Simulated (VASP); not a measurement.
# Sc (Fm-3m) in VASP: a series of runs

Runs on Sc. Level: PBEsol. Tasks: single point.

All numbers are computed with VASP 6.6.1; they aren't measurements. Logs are shortened: lines on timing, memory, paths and dates and some standing lists are left out, and cuts for length are marked.

### 1 The cell of the first run

It takes space group Fm-3m (No. 225, cubic). Conventional cell: a = 4.045 Å, b = 4.045 Å, c = 4.045 Å, α = 90.00°, β = 90.00°, γ = 90.00°. Sc (site symmetry m-3m) has 12 Sc at 2.86 Å within 3.8 Å.

### 2 Single point, PBEsol (volume scaled by 0.7)

INCAR reads:

```
PREC = Accurate ; ENCUT = 520
EDIFF = 1E-6 ; ISMEAR = -1
SIGMA = 0.08 ; LREAL = F
LASPH = T ; NELM = 80
ALGO = Normal ; ISIF = 2
LWAVE = F ; LCHARG = F
GGA = PS ; NBANDS = 12
```

KPOINTS reads:

```
Automatic mesh
0
Gamma
  14 14 14
```

POSCAR reads:

```
Sc
1.0
    0.0000000000      2.0225809072      2.0225809072
    2.0225809072      0.0000000000      2.0225809072
    2.0225809072      2.0225809072      0.0000000000
Sc
1
Direct
    0.0000000000      0.0000000000      0.0000000000
```

Potentials or basis: VASP PAW PBE potentials, release 64 (Sc_sv).

Command:

```
$ cat potpaw_PBE.64/Sc_sv/POTCAR > POTCAR
$ mpirun -np 1 vasp_std > vasp.out
```

OUTCAR:

```text
PREC = Accurate
   ENCUT = 520
   EDIFF = 1E-6
   ISMEAR = -1
   LREAL = F
   LASPH = T
   NELM = 80
   ISIF = 2
   GGA = PS

 ion  position               nearest neighbor table
   1  0.000  0.000  0.000-

  LATTYP: Found a face centered cubic cell.
 ALAT       =     4.0451618144

  Lattice vectors:

 A1 = (   0.0000000000,   2.0225809072,   2.0225809072)
 A2 = (   2.0225809072,   0.0000000000,   2.0225809072)
 A3 = (   2.0225809072,   2.0225809072,   0.0000000000)

Analysis of symmetry for initial positions (statically):
=====================================================================
 Subroutine PRICEL returns:
 Original cell was already a primitive cell.

 Routine SETGRP: Setting up the symmetry group for a
 face centered cubic supercell.

 Subroutine GETGRP returns: Found 48 space group operations
 (whereof 48 operations were pure point group operations)
 out of a pool of 48 trial point group operations.

The static configuration has the point symmetry O_h .

Analysis of symmetry for dynamics (positions and initial velocities):
=====================================================================
 Subroutine PRICEL returns:
 Original cell was already a primitive cell.

 Routine SETGRP: Setting up the symmetry group for a
 face centered cubic supercell.

 Subroutine GETGRP returns: Found 48 space group operations
 (whereof 48 operations were pure point group operations)
 out of a pool of 48 trial point group operations.

The dynamic configuration has the point symmetry O_h .

 Subroutine INISYM returns: Found 48 space group operations
 (whereof 48 operations are pure point group operations),
 and found     1 'primitive' translations

----------------------------------------------------------------------------------------

                                     Primitive cell

  volume of cell :      16.5481

  direct lattice vectors                    reciprocal lattice vectors
     0.000000000  2.022580907  2.022580907    -0.247208899  0.247208899  0.247208899
     2.022580907  0.000000000  2.022580907     0.247208899 -0.247208899  0.247208899
     2.022580907  2.022580907  0.000000000     0.247208899  0.247208899 -0.247208899

  length of vectors
     2.860361350  2.860361350  2.860361350     0.428178374  0.428178374  0.428178374

  position of ions in fractional coordinates (direct lattice)
     0.000000000  0.000000000  0.000000000

  ion indices of the primitive-cell ions
   primitive index   ion index
                 1           1

----------------------------------------------------------------------------------------

 KPOINTS: Automatic mesh

Automatic generation of k-mesh.
 Grid dimensions read from file:
 generate k-points for:   14   14   14

 Generating k-lattice:

  Cartesian coordinates                     Fractional coordinates (reciprocal lattice)
    -0.017657779  0.017657779  0.017657779     0.071428571  0.000000000  0.000000000
     0.017657779 -0.017657779  0.017657779     0.000000000  0.071428571  0.000000000
     0.017657779  0.017657779 -0.017657779     0.000000000  0.000000000  0.071428571

  Length of vectors
     0.030584170  0.030584170  0.030584170

  Shift w.r.t. Gamma in fractional coordinates (k-lattice)
     0.000000000  0.000000000  0.000000000

 Subroutine IBZKPT returns following result:
 ===========================================

 Found    104 irreducible k-points:

 Following reciprocal coordinates:
            Coordinates               Weight
  0.000000  0.000000  0.000000      1.000000
  0.071429  0.000000  0.000000      8.000000
  0.142857  0.000000  0.000000      8.000000
  0.214286  0.000000  0.000000      8.000000
  0.285714  0.000000  0.000000      8.000000
  0.357143  0.000000  0.000000      8.000000
[... 16 lines left out ...]
  0.214286  0.142857  0.000000     24.000000
  0.285714  0.142857  0.000000     24.000000
 [... further k-points ...]
   k-points           NKPTS =    104   k-points in BZ     NKDIM =    104   number of bands    NBANDS=     12
   number of dos      NEDOS =    301   number of ions     NIONS =      1
   total plane-waves  NPLWV =  13824
   dimension x,y,z NGX =    24 NGY =   24 NGZ =   24
   dimension x,y,z NGXF=    48 NGYF=   48 NGZF=   48
   ions per type =               1
   NGX,Y,Z   is equivalent  to a cutoff of  13.95, 13.95, 13.95 a.u.
   NGXF,Y,Z  is equivalent  to a cutoff of  27.90, 27.90, 27.90 a.u.
 SYSTEM =  unknown system
   PREC   = accura    normal or accurate (medium, high low for compatibility)
   ISTART =      0    job   : 0-new  1-cont  2-samecut
   ICHARG =      2    charge: 1-file 2-atom 10-const
   ISPIN  =      1    spin polarized calculation?
   LNONCOLLINEAR =      F non collinear calculations
   LSORBIT =      F    spin-orbit coupling
   LASPH  =      T    aspherical Exc in radial PAW
   ENCUT  =  520.0 eV  38.22 Ry    6.18 a.u.   5.32  5.32  5.32*2*pi/ulx,y,z
   NELM   =     80;   NELMIN=  2; NELMDL= -5     # of ELM steps
   EDIFF  = 0.1E-05   stopping-criterion for ELM
   LREAL  =      F    real-space projection
   EDIFFG = 0.1E-04   stopping-criterion for IOM
   NSW    =      0    number of steps for IOM
   IBRION =     -1    ionic relax: 0-MD 1-quasi-New 2-CG
   NFREE  =      0    steps in history (QN), initial steepest desc. (CG)
   ISIF   =      2    stress and relaxation
   ISYM   =      2    0-nonsym 1-usesym 2-fastsym
   POTIM  = 0.5000    time-step for ionic-motion
   TEBEG  =    0.0;   TEEND  =   0.0 temperature during run
   PSTRESS=    0.0 pullay stress
   NELECT =      11.0000    total number of electrons
   NUPDOWN=      -1.0000    fix difference up-down
   EMIN   =  10.00;   EMAX   =-10.00  energy-range for DOS
   EFERMI =   0.00;   METHOD = LEGACY
   ISMEAR =    -1;   SIGMA  =   0.08  broadening in eV -4-tet -1-fermi 0-gaus
   EFERMI_NEDOS =   21; number of points for ismear=-14 and -15
   IALGO  =     38    algorithm
   IMIX   =      4    mixing-type and parameters
     AMIX     =   0.40;   BMIX     =  1.00
     AMIX_MAG =   1.60;   BMIX_MAG =  1.00
  volume/ion in A,a.u.               =      16.55       111.67
  Fermi-wavevector in a.u.,A,eV,Ry     =   1.428751  2.699948 27.773966  2.041329
  Thomas-Fermi vector in A             =   2.548779
   LORBIT       =      0    0 simple, 1 ext, 2 COOP (PROOUT), +10 PAW based schemes
   GGA     = PS    functional components
   LHFCALC =     F    Hartree Fock is set to
   AEXX    =    0.0000 exact exchange contribution
   IVDW    =     0    specifies the selected vdW correction
   LEPSILON=     F    determine dielectric tensor
   LRPA    =     F    only Hartree local field effects (RPA)
 non-spin polarized calculation
  energy-cutoff  :      520.00
  volume of cell :       16.55
 maximum number of plane-waves:       459
 NGX is ok and might be reduce to    24
   NGX = 11   NGY = 11   NGZ = 11

 number of electron      11.0000001 magnetization

 Free energy of the ion-electron system (eV)
  ---------------------------------------------------
  ext. energy  EPLUGINS =         0.00000000
  ---------------------------------------------------
  free energy    TOTEN  =        -5.99751491 eV

  energy without entropy =       -5.97348734  energy(sigma->0) =       -5.98550112

 E-fermi :   6.2841     XC(G=0): -11.7534

 val. band max:        6.2780369670   @ k =   0.4286   0.2857   0.1429
 cond. band min:       6.2886864004   @ k =  -0.2857   0.2857   0.0000
 fundamental gap:      0.0106494333
 Fermi energy:         6.2840878568

 k-point     1 :       0.0000    0.0000    0.0000
  band No.  band energies     occupation
      1     -42.0616      2.00000
      2     -20.0525      2.00000
      3     -20.0525      2.00000
      4     -20.0525      2.00000
      5       0.6886      2.00000
      6       8.3462      0.00000
      7       8.3462      0.00000
      8       8.3462      0.00000
      9      10.6456      0.00000
     10      10.6456      0.00000
     11      21.2055      0.00000
     12      26.3306      0.00000

 k-point     2 :       0.0714    0.0000    0.0000
  band No.  band energies     occupation
      1     -42.0468      2.00000
      2     -20.1284      2.00000
      3     -20.0610      2.00000
      4     -20.0610      2.00000
      5       0.8813      2.00000
      6       8.1900      0.00000
      7       8.4251      0.00000
      8       8.4251      0.00000
      9      10.5805      0.00000
     10      10.5805      0.00000
     11      21.4981      0.00000
     12      25.0914      0.00000

 k-point     3 :       0.1429    0.0000    0.0000
  band No.  band energies     occupation
      1     -42.0054      2.00000
      2     -20.3380      2.00000
      3     -20.0850      2.00000
      4     -20.0850      2.00000
      5       1.4260      2.00000
      6       7.8033      0.00000
      7       8.6047      0.00000
      8       8.6047      0.00000
      9      10.4651      0.00000
     10      10.4651      0.00000
     11      22.1872      0.00000
     12      23.1997      0.00000
[... 286 lines left out ...]
 k-point    23 :       0.2143    0.1429    0.0000
  band No.  band energies     occupation
      1     -41.9417      2.00000
      2     -20.5205      2.00000
      3     -20.1907      2.00000
      4     -20.1801      2.00000
      5       2.2457      2.00000
      6       7.0808      0.00009
      7       8.8921      0.00000
      8       9.1086      0.00000
      9       9.6168      0.00000
     10      11.0447      0.00000
     11      22.8721      0.00000
     12      23.2391      0.00000

 k-point    24 :       0.2857    0.1429    0.0000
  band No.  band energies     occupation
      1     -41.8827      2.00000
      2     -20.7778      2.00000
      3     -20.2344      2.00000
      4     -20.2220      2.00000
      5       3.0187      2.00000
      6       6.7460      0.00620
      7       8.4291      0.00000
      8       9.1915      0.00000
      9      10.2039      0.00000
     10      11.3300      0.00000
     11      21.3994      0.00000
     12      23.3061      0.00000

 [... further k-points ...]
[... 5 lines left out ...]
  --------------------------------------------------------------------------------------
  -------------------------------------------------------------------------------------
  Total        3.4329220      3.4329220      3.4329220     -0.0000000      0.0000000     -0.0000000
  in kB      332.3738251    332.3738251    332.3738251     -0.0000000      0.0000000     -0.0000000
  external PRESSURE =     332.3738251 kB  Pullay stress =       0.0000000 kB

 VOLUME and BASIS-vectors are now :
 -----------------------------------------------------------------------------
  energy-cutoff  :      520.00
  volume of cell :       16.55
      direct lattice vectors                 reciprocal lattice vectors
     0.000000000  2.022580907  2.022580907    -0.247208899  0.247208899  0.247208899
     2.022580907  0.000000000  2.022580907     0.247208899 -0.247208899  0.247208899
     2.022580907  2.022580907  0.000000000     0.247208899  0.247208899 -0.247208899

 POSITION                                       TOTAL-FORCE (eV/Angst)
 -----------------------------------------------------------------------------------
      0.00000      0.00000      0.00000        -0.000000     -0.000000     -0.000000
 -----------------------------------------------------------------------------------
    total drift:                                0.000000      0.000000     -0.000000

  FREE ENERGIE OF THE ION-ELECTRON SYSTEM (eV)
  ---------------------------------------------------
  free  energy   TOTEN  =        -5.9975149140 eV

  energy  without entropy=       -5.9734873356  energy(sigma->0) =       -5.98550112
```

Wall time 15 s (1 thread of Intel Xeon 8259CL, shared host); peak memory 0.15 GiB.

Results:

- Free energy: -5.9975 eV
- Pressure: 33.2 GPa

Caveat: the PAW data sets were made with another functional, which shifts forces and pressure a little.

(Part 1 of 2 ends here.)
